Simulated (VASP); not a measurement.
A run of VASP 6.6.1:

File INCAR:

```
SYSTEM = Ga3As3H
PREC     = Accurate       ! precision mode
ENCUT    = 520            ! plane-wave cutoff, eV
EDIFF    = 1E-6           ! SCF threshold, eV
ISMEAR   = 0              ! smearing method
SIGMA    = 0.05           ! smearing width, eV
LREAL    = .False.        ! projectors in reciprocal space
LASPH    = .True.         ! aspherical terms in the spheres
NELM     = 150            ! most SCF steps
ALGO     = Normal         ! electronic algorithm
ISIF     = 2              ! what is computed and relaxed
LWAVE    = .False.        ! write WAVECAR
LCHARG   = .True.         ! write CHGCAR
ISPIN    = 2              ! spin polarisation
MAGMOM   = 0 0 0 0 0 0 1  ! initial moments
LORBIT   = 11             ! projections on sites
LDIPOL   = .True.       
IDIPOL   = 3            
DIPOL    = 0.5 0.5 0.300
GGA      = PE             ! functional
LELF     = .True.         ! ELF
LVHAR    = .True.       
LVACPOTAV= .True.       
NBANDS   = 40             ! bands
```

Contents of KPOINTS:

```
regular mesh
0
Gamma
  7 5 1
  0 0 0
```

The input POSCAR:

```
Ga3As3H
1.0
    4.0629609251      0.0000000000      0.0000000000
    0.0000000000      5.7458944437      0.0000000000
    0.0000000000      0.0000000000     19.8924416078
Ga As H
3 3 1
Direct
    0.5000000000      0.5000000000      0.2010813996
    0.0000000000      0.0635976529      0.3146195102
    0.5000000000      0.4877931194      0.3796180525
    0.0000000000      0.2500000000      0.2010813996
    0.5000000000      0.8095618192      0.2945553866
    0.0000000000      0.2894088168      0.4218909761
    0.0000000000      0.7894088168      0.2883590555
```

Potentials or basis: VASP PAW PBE potentials, release 64 (Ga_d, As, H).

Launch:

```bash
$ cat potpaw_PBE.64/Ga_d/POTCAR potpaw_PBE.64/As/POTCAR potpaw_PBE.64/H/POTCAR > POTCAR
$ mpirun -np 1 vasp_std > vasp.out
```

Hardware: 1 thread of Intel(R) Xeon(R) Platinum 8488C (Sapphire Rapids), on a shared host.

Question: How long does it take, and how much memory?

Answer: Wall time 11 min on 1 thread of Intel(R) Xeon(R) Platinum 8488C (Sapphire Rapids) (shared host), peak memory 0.83 GiB. Counts: scf iterations 27, k points 12.
